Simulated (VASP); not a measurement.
Wanted: the native input for a VASP 6.6.1 run.

* Task: single point
* Functional: PBEsol
* Potentials or basis: VASP PAW PBE potentials, release 64 (Al, N)
* Cutoff: 520 eV
* k mesh: 9 × 9 × 6
* Occupations: gaussian, width 0.05 eV
* Spin: no spin polarisation
* Dipole correction: no
* Further INCAR settings: ALGO = Normal; EDIFF = 1e-06; NBANDS = 16

The structure of AlN lies in POSCAR:

```
AlN
1.0
    3.0176720870      0.0000000000      0.0000000000
   -1.5088360435      2.6133806877      0.0000000000
    0.0000000000      0.0000000000      4.9780000000
Al N
2 2
Direct
    0.3333333333      0.6666666667      0.0000000000
    0.6666666667      0.3333333333      0.5000000000
    0.3333333333      0.6666666667      0.3850000000
    0.6666666667      0.3333333333      0.8850000000
```

This cell differs from its parent crystal: strain -0.030 along x and y, +0.000 along z.

One way to write it, as run:

INCAR

```
PREC = Accurate
ENCUT = 520
EDIFF = 1E-6
ISMEAR = 0
SIGMA = 0.05
LREAL = F
LASPH = T
NELM = 60
ALGO = Normal
ISIF = 2
LWAVE = F
LCHARG = F
GGA = PS
NBANDS = 16
```

KPOINTS

```
Automatic mesh
0
Gamma
  9 9 6
```

Potentials or basis: VASP PAW PBE potentials, release 64 (Al, N).

Launch:

```sh
$ cat potpaw_PBE.64/Al/POTCAR potpaw_PBE.64/N/POTCAR > POTCAR
$ mpirun -np 1 vasp_std > vasp.out
```

Results of the run:

```yaml
Pressure: 15.4 GPa
Largest_force: 0.605 eV/Å
Band_gap_on_the_k_mesh: 4.71 eV
```

Caveat: the cell differs from its parent crystal (strain -0.030 along x and y, +0.000 along z); the cell stands under pressure; the PAW data sets were made with another functional, which shifts forces and pressure a little; an odd mesh through Γ misses points on the zone boundary, where band edges can lie.

Run time: 26 s on 1 thread of Intel Xeon 8259CL, with other jobs on the host, peak memory 0.16 GiB.
